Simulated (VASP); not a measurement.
# BeTe (F-43m) in VASP: single point with r2SCAN

Aim: the single point of BeTe with r2SCAN.

Program: VASP 6.6.1. These are calculated values, not measurements. Logs are shortened: lines on timing, memory, paths and dates and some standing lists are left out, and cuts for length are marked.

## (1) The cell of the first run

It takes space group F-43m (No. 216, cubic). Conventional cell: a = 5.615 Å, b = 5.615 Å, c = 5.615 Å, α = 90.00°, β = 90.00°, γ = 90.00°. Be (site symmetry -43m) has 4 Te at 2.43 Å within 3.2 Å. Within 3.2 Å of Te (site symmetry -43m) lie 4 Be at 2.43 Å.

## (2) Single point, r2SCAN

Input file POSCAR:

```
BeTe
1.0
    0.0000000000      2.8072540000      2.8072540000
    2.8072540000      0.0000000000      2.8072540000
    2.8072540000      2.8072540000      0.0000000000
Be Te
1 1
Direct
    0.0000000000      0.0000000000      0.0000000000
    0.2500000000      0.2500000000      0.2500000000
```

Input file INCAR.step1:

```
ALGO     = Normal         # electronic algorithm
EDIFF    = 1E-4           # SCF threshold, eV
ENCUT    = 520            # plane-wave cutoff, eV
GGA      = PE             # functional
ISMEAR   = -1             # smearing method
LASPH    = True           # aspherical terms in the spheres
LCHARG   = False          # write CHGCAR
LREAL    = False          # projectors in reciprocal space
LWAVE    = True           # write WAVECAR
NBANDS   = 11             # bands
NELM     = 60             # most SCF steps
PREC     = Accurate       # precision mode
SIGMA    = 0.1            # smearing width, eV
```

Input file INCAR.step2:

```
ALGO     = Normal         # electronic algorithm
EDIFF    = 1E-6           # SCF threshold, eV
ENCUT    = 520            # plane-wave cutoff, eV
ISIF     = 2              # what is computed and relaxed
ISMEAR   = -1             # smearing method
ISTART   = 1            
LASPH    = True           # aspherical terms in the spheres
LCHARG   = False          # write CHGCAR
LMIXTAU  = True         
LREAL    = False          # projectors in reciprocal space
LWAVE    = False          # write WAVECAR
METAGGA  = R2SCAN         # meta-GGA
NBANDS   = 11             # bands
NELM     = 60             # most SCF steps
PREC     = Accurate       # precision mode
SIGMA    = 0.1            # smearing width, eV
```

Input file KPOINTS:

```
k-points
0
Gamma
  8 8 8
```

Potentials or basis: VASP PAW PBE potentials, release 64 (Be, Te).

On the command line:

```console
cat potpaw_PBE.64/Be/POTCAR potpaw_PBE.64/Te/POTCAR > POTCAR
cp INCAR.step1 INCAR
mpirun -np 1 vasp_std > vasp.out
cp INCAR.step2 INCAR
mpirun -np 1 vasp_std > vasp.out
```

OUTCAR:

```text
EDIFF = 1E-6
   ENCUT = 520
   ISIF = 2
   ISMEAR = -1
   ISTART = 1
   LASPH = True
   LREAL = False
   METAGGA = R2SCAN
   NELM = 60
   PREC = Accurate

 ion  position               nearest neighbor table
   1  0.000  0.000  0.000-   2 2.43   2 2.43   2 2.43   2 2.43
   2  0.250  0.250  0.250-   1 2.43   1 2.43   1 2.43   1 2.43

  LATTYP: Found a face centered cubic cell.
 ALAT       =     5.6145080000

  Lattice vectors:

 A1 = (   0.0000000000,   2.8072540000,   2.8072540000)
 A2 = (   2.8072540000,   0.0000000000,   2.8072540000)
 A3 = (   2.8072540000,   2.8072540000,   0.0000000000)

Analysis of symmetry for initial positions (statically):
=====================================================================
 Subroutine PRICEL returns:
 Original cell was already a primitive cell.

 Routine SETGRP: Setting up the symmetry group for a
 face centered cubic supercell.

 Subroutine GETGRP returns: Found 24 space group operations
 (whereof 24 operations were pure point group operations)
 out of a pool of 48 trial point group operations.

The static configuration has the point symmetry T_d .

Analysis of symmetry for dynamics (positions and initial velocities):
=====================================================================
 Subroutine PRICEL returns:
 Original cell was already a primitive cell.

 Routine SETGRP: Setting up the symmetry group for a
 face centered cubic supercell.

 Subroutine GETGRP returns: Found 24 space group operations
 (whereof 24 operations were pure point group operations)
 out of a pool of 48 trial point group operations.

The dynamic configuration has the point symmetry T_d .

 Subroutine INISYM returns: Found 24 space group operations
 (whereof 24 operations are pure point group operations),
 and found     1 'primitive' translations

----------------------------------------------------------------------------------------

                                     Primitive cell

  volume of cell :      44.2461

  direct lattice vectors                    reciprocal lattice vectors
     0.000000000  2.807254000  2.807254000    -0.178109996  0.178109996  0.178109996
     2.807254000  0.000000000  2.807254000     0.178109996 -0.178109996  0.178109996
     2.807254000  2.807254000  0.000000000     0.178109996  0.178109996 -0.178109996

  length of vectors
     3.970056680  3.970056680  3.970056680     0.308495563  0.308495563  0.308495563

  position of ions in fractional coordinates (direct lattice)
     0.000000000  0.000000000  0.000000000
     0.250000000  0.250000000  0.250000000

  ion indices of the primitive-cell ions
   primitive index   ion index
                 1           1
                 2           2

----------------------------------------------------------------------------------------

 KPOINTS: k-points

Automatic generation of k-mesh.
 Grid dimensions read from file:
 generate k-points for:    8    8    8

 Generating k-lattice:

  Cartesian coordinates                     Fractional coordinates (reciprocal lattice)
    -0.022263750  0.022263750  0.022263750     0.125000000  0.000000000  0.000000000
     0.022263750 -0.022263750  0.022263750     0.000000000  0.125000000  0.000000000
     0.022263750  0.022263750 -0.022263750     0.000000000  0.000000000  0.125000000

  Length of vectors
     0.038561945  0.038561945  0.038561945

  Shift w.r.t. Gamma in fractional coordinates (k-lattice)
     0.000000000  0.000000000  0.000000000

 Subroutine IBZKPT returns following result:
 ===========================================

 Found     29 irreducible k-points:

 Following reciprocal coordinates:
            Coordinates               Weight
  0.000000  0.000000  0.000000      1.000000
  0.125000  0.000000  0.000000      8.000000
  0.250000  0.000000  0.000000      8.000000
  0.375000  0.000000  0.000000      8.000000
  0.500000  0.000000  0.000000      4.000000
  0.125000  0.125000  0.000000      6.000000
[... 16 lines left out ...]
  0.500000  0.250000  0.125000     48.000000
 -0.375000  0.250000  0.125000     24.000000
 [... further k-points ...]
   k-points           NKPTS =     29   k-points in BZ     NKDIM =     29   number of bands    NBANDS=     11
   number of dos      NEDOS =    301   number of ions     NIONS =      2
   total plane-waves  NPLWV =  27000
   dimension x,y,z NGX =    30 NGY =   30 NGZ =   30
   dimension x,y,z NGXF=    60 NGYF=   60 NGZF=   60
   ions per type =               1   1
   NGX,Y,Z   is equivalent  to a cutoff of  12.56, 12.56, 12.56 a.u.
   NGXF,Y,Z  is equivalent  to a cutoff of  25.12, 25.12, 25.12 a.u.
 SYSTEM =  unknown system
   PREC   = accura    normal or accurate (medium, high low for compatibility)
   ISTART =      1    job   : 0-new  1-cont  2-samecut
   ICHARG =      0    charge: 1-file 2-atom 10-const
   ISPIN  =      1    spin polarized calculation?
   LNONCOLLINEAR =      F non collinear calculations
   LSORBIT =      F    spin-orbit coupling
   LASPH  =      T    aspherical Exc in radial PAW
   ENCUT  =  520.0 eV  38.22 Ry    6.18 a.u.   7.38  7.38  7.38*2*pi/ulx,y,z
   NELM   =     60;   NELMIN=  2; NELMDL=  0     # of ELM steps
   EDIFF  = 0.1E-05   stopping-criterion for ELM
   LREAL  =      F    real-space projection
   EDIFFG = 0.1E-04   stopping-criterion for IOM
   NSW    =      0    number of steps for IOM
   IBRION =     -1    ionic relax: 0-MD 1-quasi-New 2-CG
   NFREE  =      0    steps in history (QN), initial steepest desc. (CG)
   ISIF   =      2    stress and relaxation
   ISYM   =      2    0-nonsym 1-usesym 2-fastsym
   POTIM  = 0.5000    time-step for ionic-motion
   TEBEG  =    0.0;   TEEND  =   0.0 temperature during run
   PSTRESS=    0.0 pullay stress
   NELECT =       8.0000    total number of electrons
   NUPDOWN=      -1.0000    fix difference up-down
   EMIN   =  10.00;   EMAX   =-10.00  energy-range for DOS
   EFERMI =   0.00;   METHOD = LEGACY
   ISMEAR =    -1;   SIGMA  =   0.10  broadening in eV -4-tet -1-fermi 0-gaus
   EFERMI_NEDOS =   21; number of points for ismear=-14 and -15
   IALGO  =     38    algorithm
   IMIX   =      4    mixing-type and parameters
     AMIX     =   0.40;   BMIX     =  1.00
     AMIX_MAG =   1.60;   BMIX_MAG =  1.00
  volume/ion in A,a.u.               =      22.12       149.29
  Fermi-wavevector in a.u.,A,eV,Ry     =   0.925720  1.749358 11.659622  0.856958
  Thomas-Fermi vector in A             =   2.051605
   LORBIT       =      0    0 simple, 1 ext, 2 COOP (PROOUT), +10 PAW based schemes
   METAGGA = R2SCAN    functional components
   LHFCALC =     F    Hartree Fock is set to
   AEXX    =    0.0000 exact exchange contribution
   IVDW    =     0    specifies the selected vdW correction
   LEPSILON=     F    determine dielectric tensor
   LRPA    =     F    only Hartree local field effects (RPA)
 non-spin polarized calculation
  energy-cutoff  :      520.00
  volume of cell :       44.25
 maximum number of plane-waves:      1243
 NGX is ok and might be reduce to    30
   NGX = 15   NGY = 15   NGZ = 15

 number of electron       8.0000000 magnetization

 Free energy of the ion-electron system (eV)
  ---------------------------------------------------
  ext. energy  EPLUGINS =         0.00000000
  ---------------------------------------------------
  free energy    TOTEN  =       -30.67926692 eV

  energy without entropy =      -30.67926642  energy(sigma->0) =      -30.67926667

 E-fermi :   6.2053     XC(G=0):  -9.5181

 val. band max:        5.0443288573   @ k =   0.0000   0.0000   0.0000
 cond. band min:       7.3568174201   @ k =   0.5000   0.5000   0.0000
 fundamental gap:      2.3124885628
 Fermi energy:         6.2052716050

 k-point     1 :       0.0000    0.0000    0.0000
  band No.  band energies     occupation
      1      -7.8092      2.00000
      2       5.0443      1.99998
      3       5.0443      1.99998
      4       5.0443      1.99998
      5       9.0508      0.00000
      6       9.0508      0.00000
      7       9.0508      0.00000
      8       9.6296      0.00000
      9      14.1026      0.00000
     10      15.8086      0.00000
     11      15.8086      0.00000

 k-point     2 :       0.1250    0.0000    0.0000
  band No.  band energies     occupation
      1      -7.6496      2.00000
      2       3.7033      2.00000
      3       4.8003      2.00000
      4       4.8003      2.00000
      5       9.0883      0.00000
      6       9.4132      0.00000
      7       9.4132      0.00000
      8      10.8311      0.00000
      9      14.5624      0.00000
     10      14.9035      0.00000
     11      14.9035      0.00000

 k-point     3 :       0.2500    0.0000    0.0000
  band No.  band energies     occupation
      1      -7.2079      2.00000
      2       1.5936      2.00000
      3       4.3403      2.00000
      4       4.3403      2.00000
      5       8.8697      0.00000
      6       9.9693      0.00000
      7       9.9693      0.00000
      8      12.8175      0.00000
      9      14.6353      0.00000
     10      14.6353      0.00000
     11      14.8696      0.00000

 k-point     4 :       0.3750    0.0000    0.0000
  band No.  band energies     occupation
      1      -6.6410      2.00000
      2      -0.0968      2.00000
      3       3.9839      2.00000
      4       3.9839      2.00000
      5       8.6880      0.00000
      6      10.0938      0.00000
      7      10.0938      0.00000
      8      13.5813      0.00000
      9      15.6723      0.00000
     10      15.7823      0.00000
     11      15.7823      0.00000
[... 239 lines left out ...]
 k-point    22 :       0.3750    0.2500    0.1250
  band No.  band energies     occupation
      1      -6.8409      2.00000
      2       1.3302      2.00000
      3       2.6883      2.00000
      4       3.7645      2.00000
      5       9.0510      0.00000
      6      10.4546      0.00000
      7      10.8954      0.00000
      8      11.9079      0.00000
      9      14.7977      0.00000
     10      16.5107      0.00000
     11      16.9805      0.00000

 k-point    23 :       0.5000    0.2500    0.1250
  band No.  band energies     occupation
      1      -6.3348      2.00000
      2       0.1946      2.00000
      3       2.1275      2.00000
      4       3.2838      2.00000
      5       9.5301      0.00000
      6      10.2052      0.00000
      7      11.5256      0.00000
      8      12.5610      0.00000
      9      15.6728      0.00000
     10      16.1184      0.00000
     11      18.1724      0.00000

 k-point    24 :      -0.3750    0.2500    0.1250
  band No.  band energies     occupation
      1      -6.0769      2.00000
      2      -0.3426      2.00000
      3       2.0149      2.00000
      4       3.0478      2.00000
      5       9.7276      0.00000
      6       9.8562      0.00000
      7      12.3520      0.00000
      8      13.5072      0.00000
      9      14.1260      0.00000
     10      17.3956      0.00000
     11      17.7833      0.00000

 [... further k-points ...]
[... 5 lines left out ...]
  --------------------------------------------------------------------------------------
  -------------------------------------------------------------------------------------
  Total        0.4411933      0.4411933      0.4411933      0.0000000      0.0000000      0.0000000
  in kB       15.9758646     15.9758646     15.9758646      0.0000000      0.0000000      0.0000000
  external PRESSURE =      15.9758646 kB  Pullay stress =       0.0000000 kB

 VOLUME and BASIS-vectors are now :
 -----------------------------------------------------------------------------
  energy-cutoff  :      520.00
  volume of cell :       44.25
      direct lattice vectors                 reciprocal lattice vectors
     0.000000000  2.807254000  2.807254000    -0.178109996  0.178109996  0.178109996
     2.807254000  0.000000000  2.807254000     0.178109996 -0.178109996  0.178109996
     2.807254000  2.807254000  0.000000000     0.178109996  0.178109996 -0.178109996

 POSITION                                       TOTAL-FORCE (eV/Angst)
 -----------------------------------------------------------------------------------
      0.00000      0.00000      0.00000         0.000000      0.000000      0.000000
      1.40363      1.40363      1.40363        -0.000000     -0.000000     -0.000000
 -----------------------------------------------------------------------------------
    total drift:                                0.000000      0.000000      0.000000

  FREE ENERGIE OF THE ION-ELECTRON SYSTEM (eV)
  ---------------------------------------------------
  free  energy   TOTEN  =       -30.6792669179 eV

  energy  without entropy=      -30.6792664242  energy(sigma->0) =      -30.67926667
```

It took 1.8 min on 1 thread of Intel Xeon 8259CL, shared host; peak memory 0.18 GiB.

What came out:

```yaml
Free_energy: -30.6793 eV
Pressure: 1.6 GPa
Band_gap_on_the_k_mesh: 2.31 eV, indirect (least direct gap 4.01 eV)
```

Caveat: the PAW data sets were made with another functional, which shifts forces and pressure a little; spin-orbit coupling is left out, which moves the levels of the heavy elements.
